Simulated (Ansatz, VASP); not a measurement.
# One calculation of Hf, two programs

```
Hf
1.0
     3.22794    0.00000    0.00000
    -1.61397    2.79548    0.00000
     0.00000    0.00000   10.32998
Hf
4
Direct
  0.00000 0.00000 0.00000
  0.00000 0.00000 0.50000
  0.33333 0.66667 0.25000
  0.66667 0.33333 0.75000
```

Alike in both runs: functional RPBE; k mesh 11 × 11 × 3; occupations fermi-dirac, width 0.1 eV; no spin polarisation.

Ansatz relaxed the structure, and its values are those at the end. VASP's run is a single point on that final structure, the one shown.

```csv
,VASP,Ansatz
version,VASP 6.6.1,Ansatz 0.2.0
potentials or method,"VASP PAW PBE potentials, release 64 (Hf_pv), cutoff 520 eV","plane waves (420 eV) with PAW, scalar-relativistic"
valence electrons in the cell,40,104
```

|  | VASP | Ansatz | Ansatz less VASP |
| --- | --- | --- | --- |
| pressure (GPa) | -0.5 | 0.0 | +0.49 |

VASP's potentials were made for PBE, not for RPBE. VASP's potentials hold 40 valence electrons a cell and Ansatz's 104, so a difference there can come from the potentials and not from the codes.

Neither program's run includes spin-orbit coupling.
